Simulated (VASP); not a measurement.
Ag, 1 atom in the cell. Symmetry: I4/mmm, No. 139, tetragonal system. Conventional cell: a = 2.658 Å, b = 2.658 Å, c = 4.250 Å, α = 90.00°, β = 90.00°, γ = 90.00°. Within 3.5 Å of Ag (site symmetry 4/mmm) lie 12 Ag at 2.66 to 2.84 Å.  This cell differs from its parent crystal: strain -0.080 along x and y, +0.040 along z.

```yaml
Program: VASP 6.6.1
Task: single point
Functional: PBE
Potentials_or_basis: VASP PAW PBE potentials, release 64 (Ag)
Cutoff: 520 eV
k_mesh: 20 × 20 × 20
Occupations: gaussian, width 0.15 eV
Spin: no spin polarisation
Dipole_correction: no
Further_INCAR_settings: ALGO = Normal; EDIFF = 1e-06; NBANDS = 12
```

Potentials or basis: VASP PAW PBE potentials, release 64 (Ag).

Launch:

```bash
$ cat potpaw_PBE.64/Ag/POTCAR > POTCAR
$ mpirun -np 1 vasp_std > vasp.out
```

Hardware: 1 thread of Intel(R) Xeon(R) Platinum 8375C CPU @ 2.90GHz (Ice Lake), on a shared host.

Task: Estimate the wall time of this run.

Result: Wall time 54 s on 1 thread of Intel(R) Xeon(R) Platinum 8375C CPU @ 2.90GHz (Ice Lake) (shared host), peak memory 0.22 GiB. Counts: scf iterations 11, k points 641.
